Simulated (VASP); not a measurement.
Set up this calculation in VASP 6.6.1, as the native input.

| Quantity | Value |
| --- | --- |
| Task | single point |
| Functional | LDA |
| Potentials or basis | VASP PAW LDA potentials, release 64 (C_h) |
| Cutoff | 910 eV |
| k mesh | 12 × 12 × 12 |
| Occupations | gaussian, width 0.05 eV |
| Spin | no spin polarisation |
| Dipole correction | no |
| Second run | hard_potentials |
| Further INCAR settings | ALGO = Normal; EDIFF = 1e-06; NBANDS = 11 |

The structure of C lies in POSCAR:

```
C
1.0
    0.0000000000      1.6960438136      1.8678530519
    1.6960438136      0.0000000000      1.8678530519
    1.6960438136      1.6960438136      0.0000000000
C
2
Direct
    0.5000000000      0.5000000000      0.5000000000
    0.7500000000      0.7500000000      0.7500000000
```

This cell differs from its parent crystal: volume 5.373 Å^3 an atom, c/a of the conventional cell 1.1013.

These files were run (other wordings do the same):

INCAR

```
SYSTEM = C
ALGO = Normal
EDIFF = 1E-6
ENCUT = 910
GGA_COMPAT = .False.
ISIF = 2
ISMEAR = 0
LASPH = .True.
LCHARG = .False.
LREAL = .False.
LWAVE = .False.
NBANDS = 11
NELM = 120
PREC = Accurate
SIGMA = 0.05
```

KPOINTS

```
k-points
0
Gamma
  12 12 12
  0 0 0
```

Potentials or basis: VASP PAW LDA potentials, release 64 (C_h).

The run is started by

```sh
$ cat potpaw_LDA.64/C_h/POTCAR > POTCAR
$ mpirun -np 1 vasp_std > vasp.out
```

It gave:

| Item | Value |
| --- | --- |
| Pressure | 12.9 GPa |
| Band gap on the k mesh | 3.02 eV, indirect (least direct gap 4.83 eV) |

Caveat: the cutoff is under 1.25 times the usual one of these potentials, so pressure, stress and relaxed cells hold a basis-set (Pulay) error.

Wall time 16 s on 1 thread of Intel(R) Xeon(R) 6975P-C (Granite Rapids), on a shared host, peak memory 0.15 GiB.
